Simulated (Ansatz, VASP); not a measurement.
## C in VASP and in Ansatz

INCAR

```
SYSTEM = C
ALGO     = Normal         ! electronic algorithm
EDIFF    = 1E-6           ! SCF threshold, eV
EDIFFG   = -0.025         ! ionic threshold
ENCUT    = 520            ! plane-wave cutoff, eV
GGA      = PE             ! functional
IBRION   = 2              ! ionic algorithm
ISIF     = 2              ! what is computed and relaxed
ISMEAR   = 0              ! smearing method
LASPH    = .True.         ! aspherical terms in the spheres
LCHARG   = .False.        ! write CHGCAR
LREAL    = Auto         
LWAVE    = .False.        ! write WAVECAR
NELM     = 80             ! most SCF steps
NSW      = 65             ! ionic steps
PREC     = Accurate       ! precision mode
SIGMA    = 0.1            ! smearing width, eV
```

File KPOINTS:

```
k-points
0
Gamma
  1 1 1
  0 0 0
```

Contents of POSCAR:

```
C
1.0
    2.4665162724     -4.2721315015      0.0000000000
   -2.4665162724     -4.2721315015      0.0000000000
    0.0000000000     -2.8480876677     -8.5756693636
C
17
Direct
    0.4175619805      0.4175619805      0.2473140586
    0.9175619805      0.4175619805      0.2473140586
    0.4175619805      0.9175619805      0.2473140586
    0.9175619805      0.9175619805      0.2473140586
    0.7508919038      0.7508919038      0.2473242886
    0.2508919038      0.7508919038      0.2473242886
    0.7508919038      0.2508919038      0.2473242886
    0.2508919038      0.2508919038      0.2473242886
    0.2491080962      0.2491080962      0.7526757114
    0.7491080962      0.2491080962      0.7526757114
    0.2491080962      0.7491080962      0.7526757114
    0.7491080962      0.7491080962      0.7526757114
    0.5824380195      0.5824380195      0.7526859414
    0.0824380195      0.5824380195      0.7526859414
    0.5824380195      0.0824380195      0.7526859414
    0.0824380195      0.0824380195      0.7526859414
    0.5000000000      0.5000000000      0.5000000000
```

Input for Ansatz:

```yaml
crystal:
  lattice:
    - [2.4665162724, -4.2721315015, 0.0]
    - [-2.4665162724, -4.2721315015, 0.0]
    - [0.0, -2.8480876677, -8.5756693636]
  atoms:
    - { symbol: C, position: [0.4175619805, 0.4175619805, 0.2473140586] }
    - { symbol: C, position: [0.9175619805, 0.4175619805, 0.2473140586] }
    - { symbol: C, position: [0.4175619805, 0.9175619805, 0.2473140586] }
    - { symbol: C, position: [0.9175619805, 0.9175619805, 0.2473140586] }
    - { symbol: C, position: [0.7508919038, 0.7508919038, 0.2473242886] }
    - { symbol: C, position: [0.2508919038, 0.7508919038, 0.2473242886] }
    - { symbol: C, position: [0.7508919038, 0.2508919038, 0.2473242886] }
    - { symbol: C, position: [0.2508919038, 0.2508919038, 0.2473242886] }
    - { symbol: C, position: [0.2491080962, 0.2491080962, 0.7526757114] }
    - { symbol: C, position: [0.7491080962, 0.2491080962, 0.7526757114] }
    - { symbol: C, position: [0.2491080962, 0.7491080962, 0.7526757114] }
    - { symbol: C, position: [0.7491080962, 0.7491080962, 0.7526757114] }
    - { symbol: C, position: [0.5824380195, 0.5824380195, 0.7526859414] }
    - { symbol: C, position: [0.0824380195, 0.5824380195, 0.7526859414] }
    - { symbol: C, position: [0.5824380195, 0.0824380195, 0.7526859414] }
    - { symbol: C, position: [0.0824380195, 0.0824380195, 0.7526859414] }
    - { symbol: C, position: [0.5, 0.5, 0.5] }
basis:
  ecutwfc: 420
  xc_grid: 2
kpoints:
  mp_grid: { grid: [1, 1, 1], shift: [0.0, 0.0, 0.0] }
hamiltonian:
  xc: pbe
scf:
  occupations: { method: gaussian, width: 0.1 }
output:
  forces: true
  stress: false
  eigenvalues: true
relax:
  adjacent_minimum: "off"
  f_tol: 0.025
  max_steps: 45
```

Alike in both runs: task relaxation of the atoms; functional PBE; k mesh 1 × 1 × 1; occupations gaussian, width 0.1 eV; no spin polarisation.

```csv
,VASP,Ansatz
version,VASP 6.6.1,Ansatz 0.2.0
potentials or method,"VASP PAW PBE potentials, release 64 (C), cutoff 520 eV","scalar-relativistic, plane waves, PAW"
valence electrons in the cell,68,68
```

```tsv
	VASP	Ansatz	Ansatz less VASP
gap on the k mesh at the Fermi level, each at its own relaxed structure (eV)	1.20	1.21	+0.011
```
